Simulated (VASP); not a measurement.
Runs of VASP 6.6.1 on AlRu. The structure is that of space group Pm-3m (No. 221), or close to it. The cells are those of the table. 

| cell | gap on the mesh (eV) | pressure (GPa) |
| --- | --- | --- |
| a = 3.066 Å, 2 atoms | none | -16.0 |
| a = 2.932 Å, 2 atoms | none | 11.1 |
| a = 2.887, b = 2.887, c = 3.021 Å, 2 atoms | none | (b) |
| a = 2.887, b = 2.887, c = 2.976 Å, 2 atoms | none | (a) |
| a = 2.887, b = 2.887, c = 2.932 Å, 2 atoms | none | 19.8 |
| a = 2.932, b = 2.932, c = 2.887 Å, 2 atoms | none | (c) |
| a = 2.887 Å, 2 atoms | none | 24.6 |
| a = 3.021 Å, 2 atoms | none | -8.9 |

Alike in all rows: task single point; level PBEsol; potentials or basis VASP PAW PBE potentials, release 64 (Al, Ru_pv); no spin polarisation; k mesh 20 × 20 × 20; cutoff (eV) 520; smearing gaussian 0.15 eV.

Problem. Fill in the values left out.

Solution. (a) 15.4; (b) 11.6; (c) 15.3.

Caveats: the PAW data sets were made with another functional, which shifts forces and pressure a little; the cell stands under pressure (at least some runs); the cell stands under tension (at least some runs); the stress differs along the axes, from 6 to 15 GPa (at least some runs); the stress differs along the axes, from 11 to 18 GPa (at least some runs).

A k mesh can miss the band edges, and the runs leave out spin-orbit coupling on Ru.

A gap of «none» marks levels without a gap at the run's occupations.
